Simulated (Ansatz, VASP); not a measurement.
## Pb: VASP beside Ansatz

```xyz
1
Lattice="0.0000 2.4081 2.5315 2.4081 0.0000 2.5315 2.4081 2.4081 0.0000" Properties=species:S:1:pos:R:3 pbc="T T T"
Pb    0.0000    0.0000    0.0000
```

Change from the starting cell: strain -0.025 along x and y, +0.025 along z, atoms carried along.

Alike in both runs: task single point; functional PBE; k mesh 16 × 16 × 16; occupations gaussian, width 0.15 eV; no spin polarisation.

|  | VASP | Ansatz |
| --- | --- | --- |
| version | VASP 6.6.1 | Ansatz 0.2.0 |
| potentials or method | VASP PAW PBE potentials, release 64 (Pb_d), cutoff 520 eV | scalar-relativistic, plane waves, PAW |
| valence electrons in the cell | 14 | 14 |

```tsv
	VASP	Ansatz	Ansatz less VASP
gap on the k mesh at the Fermi level (eV)	none	none	-
pressure (GPa)	4.1	4.2	+0.07
traceless stress, the component that is largest in VASP (GPa)	-0.71	-0.71	0.000
```

A gap of «none» marks a metal or a gap that the smearing closes. With one functional, cell and mesh, what is left measures potentials, basis and numerics.

Spin-orbit coupling is off throughout.
